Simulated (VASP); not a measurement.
A run of VASP 6.6.1:

INCAR

```
PREC     = Accurate       # precision mode
ENCUT    = 520            # plane-wave cutoff, eV
EDIFF    = 1E-6           # SCF threshold, eV
ISMEAR   = 0              # smearing method
SIGMA    = 0.1            # smearing width, eV
LREAL    = False          # projectors in reciprocal space
LASPH    = True           # aspherical terms in the spheres
NELM     = 100            # most SCF steps
ALGO     = Normal         # electronic algorithm
ISIF     = 2              # what is computed and relaxed
LWAVE    = False          # write WAVECAR
LCHARG   = False          # write CHGCAR
GGA      = PS             # functional
NBANDS   = 15             # bands
```

The input KPOINTS:

```
regular mesh
0
Gamma
  13 13 13
```

Contents of POSCAR:

```
TaN
1.0
    0.0000000000      2.1790000000      2.1790000000
    2.1790000000      0.0000000000      2.1790000000
    2.1790000000      2.1790000000      0.0000000000
Ta N
1 1
Direct
    0.5000000000      0.5000000000      0.5000000000
    0.0000000000      0.0000000000      0.0000000000
```

Potentials or basis: VASP PAW PBE potentials, release 64 (Ta_pv, N).

Run with:

```console
$ cat potpaw_PBE.64/Ta_pv/POTCAR potpaw_PBE.64/N/POTCAR > POTCAR
$ mpirun -np 1 vasp_std > vasp.out
```

Hardware: 1 thread of Intel(R) Xeon(R) 6975P-C (Granite Rapids), with other jobs on the host.

Q: How long does it take, and how much memory?

A: Wall time 9.7 s on 1 thread of Intel(R) Xeon(R) 6975P-C (Granite Rapids), with other jobs on the host, peak memory 0.15 GiB. Counts: scf iterations 13, k points 84.
